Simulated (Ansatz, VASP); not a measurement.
One calculation of C, two programs

```
CELL_PARAMETERS angstrom
-0.00711 1.74307 1.74307
1.74307 -0.00711 1.74307
1.74307 1.74307 -0.00711
ATOMIC_POSITIONS crystal
C 0.99990 0.99990 0.99990
C 0.25010 0.25010 0.25010
```

Change from the starting cell: strained cell.

Alike in both runs: functional PBEsol; k mesh 9 × 9 × 9; occupations gaussian, width 0.02 eV; no spin polarisation.

Ansatz relaxed the structure, and its values are those at the end. VASP's run is a single point on that final structure, the one shown.

|  | VASP | Ansatz |
| --- | --- | --- |
| version | VASP 6.6.1 | Ansatz 0.2.0 |
| potentials or method | VASP PAW PBE potentials, release 64 (C), cutoff 600 eV | scalar-relativistic, plane waves, PAW |
| valence electrons in the cell | 8 | 8 |

|  | VASP | Ansatz | Ansatz less VASP |
| --- | --- | --- | --- |
| gap on the k mesh at the Fermi level (eV) | 4.16 | 4.16 | +0.006 |
| least direct gap on the mesh (eV) | 5.63 | 5.63 | 0.000 |
| pressure (GPa) | 26.1 | 25.4 | -0.70 |

VASP's potentials were made for PBE, not for PBEsol, and Ansatz warns of the same on its side. Ansatz's warnings: stress scf threshold loose.
